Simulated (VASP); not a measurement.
# MoS2 in VASP: further runs

MoS2 is run at these levels: PBEsol, r2SCAN; tasks: molecular dynamics, single point.

All numbers are computed with VASP 6.6.1; they aren't measurements. Logs are shortened: lines on timing, memory, paths and dates and some standing lists are left out, and cuts for length are marked.

## (1) The cell of the first run

It takes space group R3m (No. 160, trigonal). The conventional cell has a = 3.175 Å, b = 3.175 Å, c = 18.582 Å, α = 90.00°, β = 90.00°, γ = 120.00°. Mo (site symmetry 3m) has 6 S at 2.40 Å and 6 Mo at 3.18 Å within 3.2 Å. S (site symmetry 3m) has 3 Mo at 2.40 Å and 7 S at 3.11 to 3.18 Å within 3.2 Å. S (site symmetry 3m) has 3 Mo at 2.40 Å and 7 S at 3.11 to 3.18 Å within 3.2 Å.

## (2) Molecular dynamics, PBEsol

The input, INCAR:

```
PREC = Accurate
ENCUT = 520
EDIFF = 1E-5
ISMEAR = -1
SIGMA = 0.039
LREAL = F
LASPH = T
NELM = 100
ALGO = Normal
ISIF = 2
LWAVE = F
LCHARG = T
GGA = PS
NBANDS = 20
IBRION = 0
NSW = 20
POTIM = 1.5
TEBEG = 450.0
TEEND = 450.0
ISYM = 0
NELMIN = 4
RANDOM_SEED = 5093 0 0
MDALGO = 2
SMASS = 0
```

The input, KPOINTS:

```
Automatic mesh
0
Gamma
  6 6 6
```

The input, POSCAR:

```
MoS2
1.0
    1.5875907325      0.9165959368      6.1939396414
   -1.5875907325      0.9165959368      6.1939396414
    0.0000000000     -1.8331918736      6.1939396414
Mo S
1 2
Direct
   -0.0000146007     -0.0000146007     -0.0000146007
    0.4170015116      0.4170015116      0.4170015116
    0.2496797557      0.2496797557      0.2496797557
```

Potentials or basis: VASP PAW PBE potentials, release 64 (Mo_sv, S).

The run is started by

```sh
$ cat potpaw_PBE.64/Mo_sv/POTCAR potpaw_PBE.64/S/POTCAR > POTCAR
$ mpirun -np 1 vasp_std > vasp.out
```

OUTCAR:

```text
PREC = Accurate
   ENCUT = 520
   EDIFF = 1E-5
   ISMEAR = -1
   LREAL = F
   LASPH = T
   NELM = 100
   ISIF = 2
   GGA = PS
   IBRION = 0
   NSW = 20
   POTIM = 1.5
   TEBEG = 450.0
   ISYM = 0
   NELMIN = 4

 ion  position               nearest neighbor table
   1  1.000  1.000  1.000-   3 2.40   3 2.40   3 2.40   2 2.40   2 2.40   2 2.40
   2  0.417  0.417  0.417-   1 2.40   1 2.40   1 2.40
   3  0.250  0.250  0.250-   1 2.40   1 2.40   1 2.40

IMPORTANT INFORMATION: All symmetrisations will be switched off!
NOSYMM: (Re-)initialisation of all symmetry stuff for point group C_1.

----------------------------------------------------------------------------------------

                                     Primitive cell

  volume of cell :      54.0798

  direct lattice vectors                    reciprocal lattice vectors
     1.587590733  0.916595937  6.193939641     0.314942630  0.181832212  0.053816045
    -1.587590733  0.916595937  6.193939641    -0.314942630  0.181832212  0.053816045
     0.000000000 -1.833191874  6.193939641     0.000000000 -0.363664424  0.053816045

  length of vectors
     6.459526355  6.459526355  6.459526355     0.367624781  0.367624781  0.367624781

  position of ions in fractional coordinates (direct lattice)
     0.999985399  0.999985399  0.999985399
     0.417001512  0.417001512  0.417001512
     0.249679756  0.249679756  0.249679756

  ion indices of the primitive-cell ions
   primitive index   ion index
                 1           1
                 2           2
                 3           3

----------------------------------------------------------------------------------------

 KPOINTS: Automatic mesh

Automatic generation of k-mesh.
 Grid dimensions read from file:
 generate k-points for:    6    6    6

 Generating k-lattice:

  Cartesian coordinates                     Fractional coordinates (reciprocal lattice)
     0.052490438  0.030305369  0.008969341     0.166666667  0.000000000  0.000000000
    -0.052490438  0.030305369  0.008969341     0.000000000  0.166666667  0.000000000
     0.000000000 -0.060610737  0.008969341     0.000000000  0.000000000  0.166666667

  Length of vectors
     0.061270797  0.061270797  0.061270797

  Shift w.r.t. Gamma in fractional coordinates (k-lattice)
     0.000000000  0.000000000  0.000000000

 Subroutine IBZKPT returns following result:
 ===========================================

 Found    112 irreducible k-points:

 Following reciprocal coordinates:
            Coordinates               Weight
  0.000000  0.000000  0.000000      1.000000
  0.166667  0.000000  0.000000      2.000000
  0.000000  0.166667  0.000000      2.000000
  0.000000  0.000000  0.166667      2.000000
  0.333333  0.000000  0.000000      2.000000
  0.000000  0.333333  0.000000      2.000000
[... 16 lines left out ...]
 -0.166667  0.500000 -0.000000      2.000000
  0.166667  0.000000  0.500000      2.000000
 [... further k-points ...]
   k-points           NKPTS =    112   k-points in BZ     NKDIM =    112   number of bands    NBANDS=     20
   number of dos      NEDOS =    301   number of ions     NIONS =      3
   total plane-waves  NPLWV = 110592
   dimension x,y,z NGX =    48 NGY =   48 NGZ =   48
   dimension x,y,z NGXF=    96 NGYF=   96 NGZF=   96
   ions per type =               1   2
   NGX,Y,Z   is equivalent  to a cutoff of  12.35, 12.35, 12.35 a.u.
   NGXF,Y,Z  is equivalent  to a cutoff of  24.71, 24.71, 24.71 a.u.
 SYSTEM =  unknown system
   PREC   = accura    normal or accurate (medium, high low for compatibility)
   ISTART =      0    job   : 0-new  1-cont  2-samecut
   ICHARG =      2    charge: 1-file 2-atom 10-const
   ISPIN  =      1    spin polarized calculation?
   LNONCOLLINEAR =      F non collinear calculations
   LSORBIT =      F    spin-orbit coupling
   LASPH  =      T    aspherical Exc in radial PAW
   ENCUT  =  520.0 eV  38.22 Ry    6.18 a.u.  12.01 12.01 12.01*2*pi/ulx,y,z
   NELM   =    100;   NELMIN=  4; NELMDL= -5     # of ELM steps
   EDIFF  = 0.1E-04   stopping-criterion for ELM
   LREAL  =      F    real-space projection
   EDIFFG = 0.1E-03   stopping-criterion for IOM
   NSW    =     20    number of steps for IOM
   IBRION =      0    ionic relax: 0-MD 1-quasi-New 2-CG
   NFREE  =      0    steps in history (QN), initial steepest desc. (CG)
   ISIF   =      2    stress and relaxation
   ISYM   =      0    0-nonsym 1-usesym 2-fastsym
   POTIM  = 1.5000    time-step for ionic-motion
   TEBEG  =  450.0;   TEEND  = 450.0 temperature during run
   PSTRESS=    0.0 pullay stress
   NELECT =      26.0000    total number of electrons
   NUPDOWN=      -1.0000    fix difference up-down
   EMIN   =  10.00;   EMAX   =-10.00  energy-range for DOS
   EFERMI =   0.00;   METHOD = LEGACY
   ISMEAR =    -1;   SIGMA  =   0.04  broadening in eV -4-tet -1-fermi 0-gaus
   EFERMI_NEDOS =   21; number of points for ismear=-14 and -15
   IALGO  =     38    algorithm
   IMIX   =      4    mixing-type and parameters
     AMIX     =   0.40;   BMIX     =  1.00
     AMIX_MAG =   1.60;   BMIX_MAG =  1.00
  volume/ion in A,a.u.               =      18.03       121.65
  Fermi-wavevector in a.u.,A,eV,Ry     =   1.282491  2.423557 22.378639  1.644784
  Thomas-Fermi vector in A             =   2.414800
   LORBIT       =      0    0 simple, 1 ext, 2 COOP (PROOUT), +10 PAW based schemes
   GGA     = PS    functional components
   LHFCALC =     F    Hartree Fock is set to
   AEXX    =    0.0000 exact exchange contribution
   IVDW    =     0    specifies the selected vdW correction
   LEPSILON=     F    determine dielectric tensor
   LRPA    =     F    only Hartree local field effects (RPA)
 molecular dynamics for ions
 non-spin polarized calculation
  energy-cutoff  :      520.00
  volume of cell :       54.08
 maximum number of plane-waves:      1469
   NGX = 23   NGY = 23   NGZ = 23

--------------------------------------- Ionic step        1  -------------------------------------------

 number of electron      25.9999998 magnetization

 Free energy of the ion-electron system (eV)
  ---------------------------------------------------
  ext. energy  EPLUGINS =         0.00000000
  ---------------------------------------------------
  free energy    TOTEN  =       -23.43959060 eV

  energy without entropy =      -23.43959038  energy(sigma->0) =      -23.43959049

------------------------ aborting loop because EDIFF is reached ----------------------------------------

  FORCE on cell =-STRESS in cart. coord.  units (eV):
  Direction    XX          YY          ZZ          XY          YZ          ZX
  --------------------------------------------------------------------------------------
  -------------------------------------------------------------------------------------
  Total       -1.0624599     -1.0624615     -0.4037497      0.0000013      0.0000004     -0.0000015
  in kB      -31.4766459    -31.4766933    -11.9615662      0.0000394      0.0000131     -0.0000455
  external PRESSURE =     -24.9716351 kB  Pullay stress =       0.0000000 kB
[... 118 lines left out ...]
  ENERGY OF THE ELECTRON-ION-THERMOSTAT SYSTEM (eV)
  ---------------------------------------------------
% ion-electron   TOTEN  =       -23.435094  see above
  kinetic energy EKIN   =         0.111831
  kin. lattice  EKIN_LAT=         0.000000  (temperature  432.58 K)
  nose potential ES     =        -0.000010
  nose kinetic   EPS    =         0.000000
  ---------------------------------------------------
  total energy   ETOTAL =       -23.323273 eV

[... ionic steps 4 to 17 ...]

--------------------------------------- Ionic step       18  -------------------------------------------

 number of electron      26.0000000 magnetization

------------------------ aborting loop because EDIFF is reached ----------------------------------------

  FORCE on cell =-STRESS in cart. coord.  units (eV):
  Direction    XX          YY          ZZ          XY          YZ          ZX
  --------------------------------------------------------------------------------------
  -------------------------------------------------------------------------------------
  Total       -0.0822560     -0.4794283      1.6023337     -0.2155357      1.1843676      1.2886780
  in kB       -2.4369318    -14.2036364     47.4710517     -6.3855033     35.0883064     38.1786254
  external PRESSURE =      10.2768278 kB  Pullay stress =       0.0000000 kB
[... 71 lines left out ...]
  ENERGY OF THE ELECTRON-ION-THERMOSTAT SYSTEM (eV)
  ---------------------------------------------------
% ion-electron   TOTEN  =       -23.341248  see above
  kinetic energy EKIN   =         0.066080
  kin. lattice  EKIN_LAT=         0.000000  (temperature  255.61 K)
  nose potential ES     =        -0.160579
  nose kinetic   EPS    =         0.113172
  ---------------------------------------------------
  total energy   ETOTAL =       -23.322575 eV

--------------------------------------- Ionic step       20  -------------------------------------------

 number of electron      25.9999999 magnetization

 Free energy of the ion-electron system (eV)
  ---------------------------------------------------
  ext. energy  EPLUGINS =         0.00000000
  ---------------------------------------------------
  free energy    TOTEN  =       -23.35054321 eV

  energy without entropy =      -23.35054189  energy(sigma->0) =      -23.35054255

 E-fermi :   7.7569     XC(G=0): -10.8879

 val. band max:        7.4138470564   @ k =   0.5000   0.5000   0.5000
 cond. band min:       8.1924652196   @ k =   0.5000   0.1667  -0.1667
 fundamental gap:      0.7786181632
 Fermi energy:         7.7568943033

 k-point     1 :       0.0000    0.0000    0.0000
  band No.  band energies     occupation
      1     -54.1143      2.00000
      2     -28.3172      2.00000
      3     -28.1006      2.00000
      4     -28.0880      2.00000
      5      -7.7213      2.00000
      6      -5.9789      2.00000
[... 12 lines left out ...]
     19      15.4016      0.00000
[... 513 lines left out ...]
      4     -28.2301      2.00000
      5      -5.7645      2.00000
      6      -5.3855      2.00000
[... 12 lines left out ...]
     19      15.4091      0.00000
     20      15.9714      0.00000

 [... further k-points ...]
[... 5 lines left out ...]
  --------------------------------------------------------------------------------------
  -------------------------------------------------------------------------------------
  Total       -0.1527540     -0.5735039      1.4850773     -0.1699708      1.3515606      1.3443099
  in kB       -4.5255206    -16.9907397     43.9971887     -5.0355894     40.0415994     39.8267864
  external PRESSURE =       7.4936428 kB  Pullay stress =       0.0000000 kB
[... 24 lines left out ...]
  ENERGY OF THE ELECTRON-ION-THERMOSTAT SYSTEM (eV)
  ---------------------------------------------------
% ion-electron   TOTEN  =       -23.350543  see above
  kinetic energy EKIN   =         0.093032
  kin. lattice  EKIN_LAT=         0.000000  (temperature  359.86 K)
  nose potential ES     =        -0.186535
  nose kinetic   EPS    =         0.121603
  ---------------------------------------------------
  total energy   ETOTAL =       -23.322443 eV
```

It took 13 min on 1 thread of Intel Xeon 6975P-C (Granite Rapids), shared host; peak memory 0.5 GiB.

The path:
```csv
step,potential energy change (eV),largest force (eV/Å),pressure (GPa),volume (Å³),temperature (K)
1,0.0000,0.1427,-2.50,54.08,451
2,0.0008,0.2618,-2.28,54.08,447
3,0.0045,0.5170,-1.97,54.08,433
4,0.0110,0.7695,-1.64,54.08,408
5,0.0200,1.0102,-1.35,54.08,375
6,0.0309,1.2376,-1.01,54.08,335
7,0.0432,1.4472,-0.71,54.08,292
8,0.0563,1.6353,-0.38,54.08,248
9,0.0694,1.7995,-0.10,54.08,204
10,0.0820,1.9366,0.19,54.08,164
11,0.0934,2.0441,0.43,54.08,129
12,0.1030,2.1198,0.65,54.08,101
13,0.1105,2.1613,0.83,54.08,81
14,0.1154,2.1666,0.96,54.08,72
15,0.1174,2.1333,1.06,54.08,74
16,0.1166,2.0594,1.10,54.08,90
17,0.1129,1.9431,1.09,54.08,124
18,0.1066,1.7830,1.03,54.08,178
19,0.0983,1.5798,0.91,54.08,256
20,0.0890,1.3384,0.75,54.08,360
```

Caveat: the k points lie up to 0.38 Å⁻¹ apart; the PAW data sets were made with another functional, which shifts forces and pressure a little.

[end of part 1 of 2]
